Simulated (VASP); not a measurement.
Wanted: the native input for a VASP 6.6.1 run.

```yaml
Task: single point
Functional: PBE
Potentials_or_basis: VASP PAW PBE potentials, release 64 (Mg, O)
Cutoff: 600 eV
k_mesh: 3 × 3 × 3
Occupations: gaussian, width 0.01 eV
Spin: no spin polarisation
Dipole_correction: no
Further_INCAR_settings: ALGO = Normal; EDIFF = 1e-06; NBANDS = 11
```

The structure of MgO lies in POSCAR:

```
MgO
1.0
    0.0000000000      2.1060000000      2.1060000000
    2.1060000000      0.0000000000      2.1060000000
    2.1060000000      2.1060000000      0.0000000000
Mg O
1 1
Direct
    0.0000000000      0.0000000000      0.0000000000
    0.5100000000      0.5000000000      0.4950000000
```

The input as run:

INCAR

```
PREC = Accurate
ENCUT = 600
EDIFF = 1E-6
ISMEAR = 0
SIGMA = 0.01
LREAL = F
LASPH = T
NELM = 120
ALGO = Normal
ISIF = 2
LWAVE = F
LCHARG = F
GGA = PE
NBANDS = 11
GGA_COMPAT = F
```

KPOINTS

```
regular mesh
0
Gamma
  3 3 3
```

Potentials or basis: VASP PAW PBE potentials, release 64 (Mg, O).

Launch:

```console
$ cat potpaw_PBE.64/Mg/POTCAR potpaw_PBE.64/O/POTCAR > POTCAR
$ mpirun -np 1 vasp_std > vasp.out
```

It gave:

```
Pressure               : 4.2 GPa
Largest force          : 0.140 eV/Å
Band gap on the k mesh : 4.68 eV, direct
```

Caveat: the k points lie up to 0.86 Å⁻¹ apart.

Wall time 4.9 s on 1 thread of AMD EPYC 7R43 64-Core Processor (Zen 3), with other jobs on the host, peak memory 0.11 GiB.
